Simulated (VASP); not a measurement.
# ScTaN (P-3m1) in VASP: a series of runs, part 2 of 3

VASP 6.6.1. Earlier steps stand in the parts before.

## 4. Single point, PBEsol

This run uses another cell than the first one, of 13.74 Å³/atom.

The input, INCAR:

```
PREC = Accurate
ENCUT = 520
EDIFF = 1E-6
ISMEAR = -1
SIGMA = 0.05
LREAL = False
LASPH = True
NELM = 100
ALGO = Normal
ISIF = 2
LWAVE = False
LCHARG = False
GGA = PS
NBANDS = 36
```

The input, KPOINTS:

```
regular mesh
0
Gamma
  10 10 3
```

The input, POSCAR:

```
ScTaN
1.0
    3.0532303936      0.0000000000      0.0000000000
   -1.5266151968      2.6441750845      0.0000000000
    0.0000000000      0.0000000000     10.2113988854
Ta Sc N
2 2 2
Direct
    0.3333333333      0.6666666667      0.2457600241
    0.6666666667      0.3333333333      0.7542399759
    0.0000000000      0.0000000000      0.0000000000
    0.0000000000      0.0000000000      0.5000000000
    0.3333333333      0.6666666667      0.6298888205
    0.6666666667      0.3333333333      0.3701111795
```

Potentials or basis: VASP PAW PBE potentials, release 64 (Ta_pv, Sc_sv, N).

Run with:

```sh
$ cat potpaw_PBE.64/Ta_pv/POTCAR potpaw_PBE.64/Sc_sv/POTCAR potpaw_PBE.64/N/POTCAR > POTCAR
$ mpirun -np 1 vasp_std > vasp.out
```

OUTCAR:

```text
PREC = Accurate
   ENCUT = 520
   EDIFF = 1E-6
   ISMEAR = -1
   LREAL = False
   LASPH = True
   NELM = 100
   ISIF = 2
   GGA = PS

 ion  position               nearest neighbor table
   1  0.333  0.667  0.246-   6 2.17   6 2.17   6 2.17   3 3.07   3 3.07   3 3.07   4 3.14   4 3.14
                             4 3.14
   2  0.667  0.333  0.754-   5 2.17   5 2.17   5 2.17   3 3.07   3 3.07   3 3.07   4 3.14   4 3.14
                             4 3.14
   3  0.000  0.000  0.000-   1 3.07   2 3.07   2 3.07   1 3.07   2 3.07   1 3.07
   4  0.000  0.000  0.500-   5 2.21   6 2.21   6 2.21   5 2.21   6 2.21   5 2.21   1 3.14   2 3.14
[... 1147 lines left out ...]
  Total        0.2762502      0.2762502      0.2896538      0.0000000      0.0000000      0.0000000
  in kB        5.3688112      5.3688112      5.6293050      0.0000000      0.0000000      0.0000000
  external PRESSURE =       5.4556425 kB  Pullay stress =       0.0000000 kB

 VOLUME and BASIS-vectors are now :
 -----------------------------------------------------------------------------
  energy-cutoff  :      520.00
  volume of cell :       82.44
      direct lattice vectors                 reciprocal lattice vectors
     3.053230394  0.000000000  0.000000000     0.327521959  0.189094891  0.000000000
    -1.526615197  2.644175085  0.000000000     0.000000000  0.378189782  0.000000000
     0.000000000  0.000000000 10.211398885     0.000000000  0.000000000  0.097929775

 POSITION                                       TOTAL-FORCE (eV/Angst)
 -----------------------------------------------------------------------------------
     -0.00000      1.76278      2.50955        -0.000000      0.000000     -0.042230
      1.52662      0.88139      7.70185        -0.000000     -0.000000      0.042230
      0.00000      0.00000      0.00000         0.000000      0.000000      0.000000
      0.00000      0.00000      5.10570         0.000000      0.000000      0.000000
     -0.00000      1.76278      6.43205        -0.000000     -0.000000      0.022340
      1.52662      0.88139      3.77935        -0.000000      0.000000     -0.022340
 -----------------------------------------------------------------------------------
    total drift:                                0.000000     -0.000000     -0.000000

  FREE ENERGIE OF THE ION-ELECTRON SYSTEM (eV)
  ---------------------------------------------------
  free  energy   TOTEN  =       -62.3503724463 eV

  energy  without entropy=      -62.3252534848  energy(sigma->0) =      -62.33781297
```

Wall time 73 s (1 thread of AMD EPYC 9R45 (Zen 5), shared host); peak memory 0.23 GiB.

Results:

```
Free energy            : -62.3504 eV
Pressure               : 0.5 GPa
Largest force          : 0.042 eV/Å
Band gap on the k mesh : zero (bands 27 and 28 overlap by 0.78 eV)
```

Forces on the atoms (eV/Å):
```
Ta   0.000  0.000 -0.042
Ta   0.000  0.000  0.042
Sc   0.000  0.000  0.000
Sc   0.000  0.000  0.000
N    0.000  0.000  0.022
N    0.000  0.000 -0.022
```

Caveat: the PAW data sets were made with another functional, which shifts forces and pressure a little; spin-orbit coupling is left out, which moves the levels of the heavy elements.

## 5. Relaxation of cell and atoms, PBEsol

The input, INCAR:

```
SYSTEM = ScTaN
PREC = Accurate
ENCUT = 600
EDIFF = 1E-6
ISMEAR = -1
SIGMA = 0.05
LREAL = .FALSE.
LASPH = .TRUE.
NELM = 80
ALGO = Normal
ISIF = 3
LWAVE = .FALSE.
LCHARG = .FALSE.
GGA = PS
IBRION = 2
NSW = 60
EDIFFG = -0.01
```

The input, KPOINTS:

```
Automatic mesh
0
G
  10 10 3
  0 0 0
```

The input, POSCAR:

```
ScTaN
1.0
    3.0850655424      0.0000000000      0.0000000000
   -1.5425327712      2.6717451321      0.0000000000
    0.0000000000      0.0000000000     10.3401360000
Ta Sc N
2 2 2
Direct
    0.3333333333      0.6666666667      0.2456310000
    0.6666666667      0.3333333333      0.7543690000
    0.0000000000      0.0000000000      0.0000000000
    0.0000000000      0.0000000000      0.5000000000
    0.3333333333      0.6666666667      0.6298410000
    0.6666666667      0.3333333333      0.3701590000
```

Potentials or basis: VASP PAW PBE potentials, release 64 (Ta_pv, Sc_sv, N).

Run with:

```sh
$ cat potpaw_PBE.64/Ta_pv/POTCAR potpaw_PBE.64/Sc_sv/POTCAR potpaw_PBE.64/N/POTCAR > POTCAR
$ mpirun -np 1 vasp_std > vasp.out
```

OUTCAR:

```text
SYSTEM = ScTaN
   PREC = Accurate
   ENCUT = 600
   EDIFF = 1E-6
   ISMEAR = -1
   LREAL = .FALSE.
   LASPH = .TRUE.
   NELM = 80
   ISIF = 3
   GGA = PS
   IBRION = 2
   NSW = 60
   EDIFFG = -0.01

 ion  position               nearest neighbor table
   1  0.333  0.667  0.246-   6 2.20   6 2.20   6 2.20   3 3.10   3 3.10   3 3.10   4 3.18   4 3.18
                             4 3.18
   2  0.667  0.333  0.754-   5 2.20   5 2.20   5 2.20   3 3.10   3 3.10   3 3.10   4 3.18   4 3.18
                             4 3.18
   3  0.000  0.000  0.000-   1 3.10   2 3.10   2 3.10   1 3.10   2 3.10   1 3.10
   4  0.000  0.000  0.500-   5 2.23   6 2.23   6 2.23   5 2.23   6 2.23   5 2.23   1 3.18   2 3.18
                             1 3.18   2 3.18   2 3.18   1 3.18
   5  0.333  0.667  0.630-   2 2.20   2 2.20   2 2.20   4 2.23   4 2.23   4 2.23
   6  0.667  0.333  0.370-   1 2.20   1 2.20   1 2.20   4 2.23   4 2.23   4 2.23

  LATTYP: Found a hexagonal cell.
 ALAT       =     3.0850655424
 C/A-ratio  =     3.3516746591

  Lattice vectors:

 A1 = (   3.0850655424,   0.0000000000,   0.0000000000)
 A2 = (  -1.5425327712,   2.6717451321,   0.0000000000)
 A3 = (   0.0000000000,   0.0000000000,  10.3401360000)

Analysis of symmetry for initial positions (statically):
=====================================================================
 Subroutine PRICEL returns:
 Original cell was already a primitive cell.

 Routine SETGRP: Setting up the symmetry group for a
 hexagonal supercell.

 Subroutine GETGRP returns: Found 12 space group operations
 (whereof 12 operations were pure point group operations)
 out of a pool of 24 trial point group operations.

The static configuration has the point symmetry D_3d.

Analysis of symmetry for dynamics (positions and initial velocities):
=====================================================================
 Subroutine PRICEL returns:
 Original cell was already a primitive cell.

 Routine SETGRP: Setting up the symmetry group for a
 hexagonal supercell.

 Subroutine GETGRP returns: Found 12 space group operations
 (whereof 12 operations were pure point group operations)
 out of a pool of 24 trial point group operations.

The dynamic configuration has the point symmetry D_3d.

 Subroutine INISYM returns: Found 12 space group operations
 (whereof 12 operations are pure point group operations),
 and found     1 'primitive' translations

----------------------------------------------------------------------------------------

                                     Primitive cell

  volume of cell :      85.2287

  direct lattice vectors                    reciprocal lattice vectors
     3.085065542  0.000000000  0.000000000     0.324142222  0.187143599  0.000000000
    -1.542532771  2.671745132  0.000000000     0.000000000  0.374287198  0.000000000
     0.000000000  0.000000000 10.340136000     0.000000000  0.000000000  0.096710527

  length of vectors
     3.085065542  3.085065542 10.340136000     0.374287198  0.374287198  0.096710527

  position of ions in fractional coordinates (direct lattice)
     0.333333333  0.666666667  0.245631000
     0.666666667  0.333333333  0.754369000
     0.000000000  0.000000000  0.000000000
     0.000000000  0.000000000  0.500000000
[... 62 lines left out ...]
  0.000000  0.400000  0.333333      6.000000
  0.500000  0.000000  0.333333      6.000000
 [... further k-points ...]
   k-points           NKPTS =     36   k-points in BZ     NKDIM =     36   number of bands    NBANDS=     32
   number of dos      NEDOS =    301   number of ions     NIONS =      6
   total plane-waves  NPLWV =  65856
   dimension x,y,z NGX =    28 NGY =   28 NGZ =   84
   dimension x,y,z NGXF=    56 NGYF=   56 NGZF=  168
   ions per type =               2   2   2
   NGX,Y,Z   is equivalent  to a cutoff of  15.09, 15.09, 13.51 a.u.
   NGXF,Y,Z  is equivalent  to a cutoff of  30.18, 30.18, 27.01 a.u.
 SYSTEM =  ScTaN
   PREC   = accura    normal or accurate (medium, high low for compatibility)
   ISTART =      0    job   : 0-new  1-cont  2-samecut
   ICHARG =      2    charge: 1-file 2-atom 10-const
   ISPIN  =      1    spin polarized calculation?
   LNONCOLLINEAR =      F non collinear calculations
   LSORBIT =      F    spin-orbit coupling
   LASPH  =      T    aspherical Exc in radial PAW
   ENCUT  =  600.0 eV  44.10 Ry    6.64 a.u.   6.16  6.16 20.65*2*pi/ulx,y,z
   NELM   =     80;   NELMIN=  2; NELMDL= -5     # of ELM steps
   EDIFF  = 0.1E-05   stopping-criterion for ELM
   LREAL  =      F    real-space projection
   EDIFFG = -.1E-01   stopping-criterion for IOM
   NSW    =     60    number of steps for IOM
   IBRION =      2    ionic relax: 0-MD 1-quasi-New 2-CG
   NFREE  =      1    steps in history (QN), initial steepest desc. (CG)
   ISIF   =      3    stress and relaxation
   ISYM   =      2    0-nonsym 1-usesym 2-fastsym
   POTIM  = 0.5000    time-step for ionic-motion
   TEBEG  =    0.0;   TEEND  =   0.0 temperature during run
   PSTRESS=    0.0 pullay stress
   NELECT =      54.0000    total number of electrons
   NUPDOWN=      -1.0000    fix difference up-down
   EMIN   =  10.00;   EMAX   =-10.00  energy-range for DOS
   EFERMI =   0.00;   METHOD = LEGACY
   ISMEAR =    -1;   SIGMA  =   0.05  broadening in eV -4-tet -1-fermi 0-gaus
   EFERMI_NEDOS =   21; number of points for ismear=-14 and -15
   IALGO  =     38    algorithm
   IMIX   =      4    mixing-type and parameters
     AMIX     =   0.40;   BMIX     =  1.00
     AMIX_MAG =   1.60;   BMIX_MAG =  1.00
  volume/ion in A,a.u.               =      14.20        95.86
  Fermi-wavevector in a.u.,A,eV,Ry     =   1.406083  2.657111 26.899650  1.977069
  Thomas-Fermi vector in A             =   2.528479
   LORBIT       =      0    0 simple, 1 ext, 2 COOP (PROOUT), +10 PAW based schemes
   GGA     = PS    functional components
   LHFCALC =     F    Hartree Fock is set to
   AEXX    =    0.0000 exact exchange contribution
   IVDW    =     0    specifies the selected vdW correction
   LEPSILON=     F    determine dielectric tensor
   LRPA    =     F    only Hartree local field effects (RPA)
 conjugate gradient relaxation of ions
 non-spin polarized calculation
  energy-cutoff  :      600.00
  volume of cell :       85.23
 maximum number of plane-waves:      2863
 NGX is ok and might be reduce to    28
   NGX = 13   NGY = 13   NGZ = 41

--------------------------------------- Ionic step        1  -------------------------------------------

 number of electron      53.9999996 magnetization

 Free energy of the ion-electron system (eV)
  ---------------------------------------------------
  ext. energy  EPLUGINS =         0.00000000
  ---------------------------------------------------
  free energy    TOTEN  =       -62.30644798 eV

  energy without entropy =      -62.27953277  energy(sigma->0) =      -62.29299038

------------------------ aborting loop because EDIFF is reached ----------------------------------------

  FORCE on cell =-STRESS in cart. coord.  units (eV):
  Direction    XX          YY          ZZ          XY          YZ          ZX
  --------------------------------------------------------------------------------------
  -------------------------------------------------------------------------------------
  Total       -3.2111269     -3.2111269     -3.4636963      0.0000000      0.0000000      0.0000000
  in kB      -60.3646067    -60.3646067    -65.1125524      0.0000000      0.0000000      0.0000000
  external PRESSURE =     -61.9472553 kB  Pullay stress =       0.0000000 kB
[... 267 lines left out ...]
--------------------------------------- Ionic step        8  -------------------------------------------

 number of electron      53.9999999 magnetization

 Free energy of the ion-electron system (eV)
  ---------------------------------------------------
  ext. energy  EPLUGINS =         0.00000000
  ---------------------------------------------------
  free energy    TOTEN  =       -62.35864486 eV

  energy without entropy =      -62.33343227  energy(sigma->0) =      -62.34603856

 E-fermi :   6.3056     XC(G=0): -12.3198

 val. band max:        6.2435044074   @ k =   0.3000   0.0000   0.3333
 cond. band min:       6.3352165321   @ k =   0.3000   0.0000   0.3333
 fundamental gap:      0.0917121248
 Fermi energy:         6.3055693699

 k-point     1 :       0.0000    0.0000    0.0000
  band No.  band energies     occupation
      1     -42.5766      2.00000
      2     -42.1921      2.00000
      3     -28.3423      2.00000
      4     -28.3265      2.00000
      5     -27.9071      2.00000
      6     -27.9071      2.00000
[... 829 lines left out ...]
     31       8.5443      0.00000
     32       9.6034      0.00000

 [... further k-points ...]

------------------------ aborting loop because EDIFF is reached ----------------------------------------

  FORCE on cell =-STRESS in cart. coord.  units (eV):
  Direction    XX          YY          ZZ          XY          YZ          ZX
  --------------------------------------------------------------------------------------
  -------------------------------------------------------------------------------------
  Total       -0.0245438     -0.0245438     -0.0165073      0.0000000      0.0000000     -0.0000000
  in kB       -0.4758601     -0.4758601     -0.3200468      0.0000000      0.0000000     -0.0000000
  external PRESSURE =      -0.4239223 kB  Pullay stress =       0.0000000 kB
[... 21 lines left out ...]
  FREE ENERGIE OF THE ION-ELECTRON SYSTEM (eV)
  ---------------------------------------------------
  free  energy   TOTEN  =       -62.3586448585 eV

  energy  without entropy=      -62.3334322660  energy(sigma->0) =      -62.34603856

 reached required accuracy - stopping structural energy minimisation
```

Wall time 17 min (1 thread of Intel Xeon 8259CL, shared host); peak memory 0.33 GiB.

What came out:

- Free energy: -62.3586 eV
- Relaxed volume: 13.77 Å³/atom
- Relaxed cell: a = 3.056 Å, b = 3.056 Å, c = 10.219 Å, α = 90.00°, β = 90.00°, γ = 120.00°
- Space group after relaxing (to 0.1 Å): P-3m1 (No. 164)
- Energy gained by relaxing: 8.7 meV/atom
- Ionic steps: 8
- Pressure after relaxing: 0.0 GPa
- Largest force after relaxing: 0.007 eV/Å
- Band gap on the k mesh: zero (bands 27 and 28 overlap by 0.78 eV)

Forces in eV/Å, atoms in the order of the input:
```
Ta   0.000  0.000  0.007
Ta   0.000  0.000 -0.007
Sc   0.000  0.000  0.000
Sc   0.000  0.000  0.000
N    0.000  0.000  0.005
N    0.000  0.000 -0.005
```

The path:
| step | energy change (eV) | largest force (eV/Å) | pressure (GPa) | volume (Å³) |
| --- | --- | --- | --- | --- |
| 1 | 0.0000 | 0.2927 | -6.19 | 85.23 |
| 2 | 0.1087 | 0.8616 | 12.39 | 78.63 |
| 3 | -0.0516 | 0.0834 | -0.16 | 82.77 |
| 4 | -0.0516 | 0.0920 | -0.06 | 82.72 |
| 5 | -0.0521 | 0.0231 | 0.01 | 82.63 |
| 6 | -0.0521 | 0.0300 | 0.02 | 82.62 |
| 7 | -0.0522 | 0.0193 | 0.00 | 82.63 |
| 8 | -0.0522 | 0.0070 | -0.04 | 82.64 |

Final structure:
```
Ta Sc N
1.0
     3.05571    0.00000    0.00000
    -1.52786    2.64633    0.00000
     0.00000    0.00000   10.21921
Ta Sc N
2 2 2
Cartesian
  0.0000 1.7642 2.5088
  1.5279 0.8821 7.7104
  3.0557 0.0000 10.2192
  3.0557 0.0000 5.1096
  0.0000 1.7642 6.4397
  1.5279 0.8821 3.7795
```

Levels at points of the mesh, in eV from the Fermi level:
```csv
k point,band 25,band 26,band 27,band 28,band 29,band 30
"(0.00, 0.00, 0.00)",-1.28,0.57,0.57,0.79,0.80,1.44
"(0.50, 0.00, 0.00)",-1.22,-0.87,-0.38,0.39,0.59,2.06
```

Caveat: the PAW data sets were made with another functional, which shifts forces and pressure a little; spin-orbit coupling is left out, which moves the levels of the heavy elements.

[end of part 2 of 3]
